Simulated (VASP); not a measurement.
# Al2O3 (Pnnm) in VASP: further runs, part 2 of 3

VASP 6.6.1. The steps go on from the part before.

### Step 3. Single point, LDA (strain -0.080 along x and y, -0.040 along z)

INCAR reads:

```
SYSTEM = Al2O3
PREC = Accurate
ENCUT = 520
EDIFF = 1E-7
ISMEAR = 0
SIGMA = 0.05
LREAL = .False.
LASPH = .True.
NELM = 60
ALGO = Normal
ISIF = 2
LWAVE = .False.
LCHARG = .False.
GGA = CA
NBANDS = 35
```

KPOINTS reads:

```
regular mesh
0
Gamma
  6 4 8
  0 0 0
```

POSCAR reads:

```
Al2O3
1.0
    4.2251788552      0.0000000000      0.0000000000
    0.0000000000      8.8072714464      0.0000000000
    0.0000000000      0.0000000000      2.8556043873
Al O
4 6
Direct
    0.4138788494      0.3309999366      0.5000000000
    0.5861211506      0.6690000634      0.5000000000
    0.9138788494      0.1690000634      0.0000000000
    0.0861211506      0.8309999366      0.0000000000
    0.7315554251      0.2226862107      0.5000000000
    0.0000000000      0.0000000000      0.0000000000
    0.7684445749      0.7226862107      0.0000000000
    0.2315554251      0.2773137893      0.0000000000
    0.2684445749      0.7773137893      0.5000000000
    0.5000000000      0.5000000000      0.5000000000
```

Potentials or basis: VASP PAW LDA potentials, release 64 (Al, O).

Started as:

```console
> cat potpaw_LDA.64/Al/POTCAR potpaw_LDA.64/O/POTCAR > POTCAR
> mpirun -np 1 vasp_std > vasp.out
```

OUTCAR:

```text
SYSTEM = Al2O3
   PREC = Accurate
   ENCUT = 520
   EDIFF = 1E-7
   ISMEAR = 0
   LREAL = .False.
   LASPH = .True.
   NELM = 60
   ISIF = 2
   GGA = CA

 ion  position               nearest neighbor table
   1  0.414  0.331  0.500-  10 1.53   5 1.65   8 1.69   8 1.69   3 2.92   3 2.92   3 2.92   3 2.92
                             2 3.06
   2  0.586  0.669  0.500-  10 1.53   9 1.65   7 1.69   7 1.69   4 2.92   4 2.92   4 2.92   4 2.92
                             1 3.06
   3  0.914  0.169  0.000-   6 1.53   8 1.65   5 1.69   5 1.69   1 2.92   1 2.92   1 2.92   1 2.92
                             4 3.06
   4  0.086  0.831  0.000-   6 1.53   7 1.65   9 1.69   9 1.69   2 2.92   2 2.92   2 2.92   2 2.92
                             3 3.06
   5  0.732  0.223  0.500-   1 1.65   3 1.69   3 1.69
   6  0.000  0.000  0.000-   3 1.53   4 1.53
   7  0.768  0.723  0.000-   4 1.65   2 1.69   2 1.69
   8  0.232  0.277  0.000-   3 1.65   1 1.69   1 1.69
   9  0.268  0.777  0.500-   2 1.65   4 1.69   4 1.69
  10  0.500  0.500  0.500-   1 1.53   2 1.53

  LATTYP: Found a simple orthorhombic cell.
 ALAT       =     2.8556043873
 B/A-ratio  =     1.4796093163
 C/A-ratio  =     3.0842057414

  Lattice vectors:

 A1 = (   0.0000000000,   0.0000000000,   2.8556043873)
 A2 = (   4.2251788552,   0.0000000000,   0.0000000000)
 A3 = (   0.0000000000,   8.8072714464,   0.0000000000)

Analysis of symmetry for initial positions (statically):
=====================================================================
 Subroutine PRICEL returns:
 Original cell was already a primitive cell.

 Routine SETGRP: Setting up the symmetry group for a
 simple orthorhombic supercell.

 Subroutine GETGRP returns: Found  8 space group operations
 (whereof  4 operations were pure point group operations)
 out of a pool of  8 trial point group operations.

The static configuration has the point symmetry C_2h.
 The point group associated with its full space group is D_2h.

Analysis of symmetry for dynamics (positions and initial velocities):
[... 151 lines left out ...]
  Thomas-Fermi vector in A             =   2.389832
   LORBIT       =      0    0 simple, 1 ext, 2 COOP (PROOUT), +10 PAW based schemes
   GGA     = CA    functional components
   LHFCALC =     F    Hartree Fock is set to
   AEXX    =    0.0000 exact exchange contribution
   IVDW    =     0    specifies the selected vdW correction
   LEPSILON=     F    determine dielectric tensor
   LRPA    =     F    only Hartree local field effects (RPA)
 non-spin polarized calculation
 Gauss-broadening in eV      SIGMA  =   0.05
  energy-cutoff  :      520.00
  volume of cell :      106.26
 maximum number of plane-waves:      2912
 NGX is ok and might be reduce to    32
   NGX = 15   NGY = 33   NGZ = 11

 number of electron      48.0000002 magnetization

 Free energy of the ion-electron system (eV)
  ---------------------------------------------------
  ext. energy  EPLUGINS =         0.00000000
  ---------------------------------------------------
  free energy    TOTEN  =       -77.23961393 eV

  energy without entropy =      -77.23961393  energy(sigma->0) =      -77.23961393

 E-fermi :   3.6339     XC(G=0): -10.4608

 val. band max:        3.3329928672   @ k =   0.0000   0.0000   0.0000
 cond. band min:       8.0027797050   @ k =   0.0000   0.0000   0.0000
 fundamental gap:      4.6697868378
 Fermi energy:         3.6338650891

 k-point     1 :       0.0000    0.0000    0.0000
  band No.  band energies     occupation
      1     -16.2732      2.00000
      2     -16.1121      2.00000
      3     -14.3133      2.00000
      4     -14.2620      2.00000
      5     -13.2480      2.00000
      6     -12.9779      2.00000
[... 901 lines left out ...]
     34      16.4758      0.00000
     35      16.5614      0.00000

 [... further k-points ...]
[... 5 lines left out ...]
  --------------------------------------------------------------------------------------
  -------------------------------------------------------------------------------------
  Total       29.3305999     51.2561160     24.4356210      0.0000000      0.0000000      0.0000000
  in kB      442.2287857    772.8082621    368.4252972      0.0000000      0.0000000      0.0000000
  external PRESSURE =     527.8207817 kB  Pullay stress =       0.0000000 kB

 VOLUME and BASIS-vectors are now :
 -----------------------------------------------------------------------------
  energy-cutoff  :      520.00
  volume of cell :      106.26
      direct lattice vectors                 reciprocal lattice vectors
     4.225178855  0.000000000  0.000000000     0.236676371  0.000000000  0.000000000
     0.000000000  8.807271446  0.000000000     0.000000000  0.113542543  0.000000000
     0.000000000  0.000000000  2.855604387     0.000000000  0.000000000  0.350188564

 POSITION                                       TOTAL-FORCE (eV/Angst)
 -----------------------------------------------------------------------------------
      1.74871      2.91521      1.42780        -2.085028     -2.522493     -0.000000
      2.47647      5.89207      1.42780         2.085028      2.522493      0.000000
      3.86130      1.48843      0.00000        -2.085028      2.522493     -0.000000
      0.36388      7.31884      0.00000         2.085028     -2.522493      0.000000
      3.09095      1.96126      1.42780         0.589122     -0.841560      0.000000
      0.00000      0.00000      0.00000        -0.000000      0.000000      0.000000
      3.24682      6.36489      0.00000        -0.589122     -0.841560     -0.000000
      0.97836      2.44238      0.00000         0.589122      0.841560      0.000000
      1.13423      6.84601      1.42780        -0.589122      0.841560     -0.000000
      2.11259      4.40364      1.42780        -0.000000      0.000000      0.000000
 -----------------------------------------------------------------------------------
    total drift:                               -0.000000     -0.000000      0.000000

  FREE ENERGIE OF THE ION-ELECTRON SYSTEM (eV)
  ---------------------------------------------------
  free  energy   TOTEN  =       -77.2396139325 eV

  energy  without entropy=      -77.2396139325  energy(sigma->0) =      -77.23961393
```

OSZICAR:

```text
N       E                     dE             d eps       ncg     rms          rms(c)
DAV:   1     0.244542606105E+03    0.24454E+03   -0.24666E+04  4200   0.127E+03
DAV:   2    -0.763799927293E+02   -0.32092E+03   -0.30818E+03  5392   0.290E+02
DAV:   3    -0.925054804389E+02   -0.16125E+02   -0.16056E+02  5328   0.676E+01
DAV:   4    -0.926530156972E+02   -0.14754E+00   -0.14747E+00  5048   0.737E+00
DAV:   5    -0.926547459017E+02   -0.17302E-02   -0.17300E-02  5139   0.791E-01    0.237E+01
DAV:   6    -0.779150595732E+02    0.14740E+02   -0.47473E+01  4574   0.371E+01    0.886E+00
DAV:   7    -0.774794815422E+02    0.43558E+00   -0.13217E+00  5092   0.586E+00    0.415E+00
DAV:   8    -0.772696828867E+02    0.20980E+00   -0.14502E-01  4929   0.245E+00    0.133E+00
DAV:   9    -0.772383332309E+02    0.31350E-01   -0.34700E-02  5162   0.127E+00    0.236E-01
DAV:  10    -0.772393279045E+02   -0.99467E-03   -0.34526E-03  4639   0.312E-01    0.186E-01
DAV:  11    -0.772396452152E+02   -0.31731E-03   -0.11382E-03  4735   0.231E-01    0.538E-02
DAV:  12    -0.772396102321E+02    0.34983E-04   -0.29571E-04  5043   0.109E-01    0.101E-02
DAV:  13    -0.772396133139E+02   -0.30818E-05   -0.25836E-05  4651   0.285E-02    0.537E-03
DAV:  14    -0.772396139487E+02   -0.63481E-06   -0.21037E-06  4804   0.913E-03    0.192E-03
DAV:  15    -0.772396139325E+02    0.16184E-07   -0.20987E-07  4700   0.318E-03
   1 F= -.77239614E+02 E0= -.77239614E+02  d E =-.581416E-19
```

stdout:

```text
POSCAR found type information on POSCAR AlO
 POSCAR found :  2 types and      10 ions
 scaLAPACK will be used
 LDA part: xc-table for (Slater(with rela. corr.)+CA(PZ))
 , standard interpolation
 POSCAR, INCAR and KPOINTS ok, starting setup
 FFT: planning ... GRIDC
 FFT: planning ... GRID_SOFT
 FFT: planning ... GRID
 WAVECAR not read
 entering main loop
```

Wall time 86 s (1 thread of Intel Xeon 6975P-C (Granite Rapids), shared host); peak memory 0.28 GiB.

Results:

```
Free energy            : -77.2396 eV
Pressure               : 52.8 GPa
Largest force          : 3.273 eV/Å
Band gap on the k mesh : 4.67 eV, direct
```

Forces on the atoms (eV/Å):
```
Al  -2.085 -2.522  0.000
Al   2.085  2.522  0.000
Al  -2.085  2.522  0.000
Al   2.085 -2.522  0.000
O    0.589 -0.842  0.000
O    0.000  0.000  0.000
O   -0.589 -0.842  0.000
O    0.589  0.842  0.000
O   -0.589  0.842  0.000
O    0.000  0.000  0.000
```

Caveat: the cell differs from its parent crystal (strain -0.080 along x and y, -0.040 along z); forces of over 1 eV/Å act on the atoms, so gaps and moduli don't describe the material at rest. A k mesh can miss the band edges.

(Continued in part 3 of 3.)
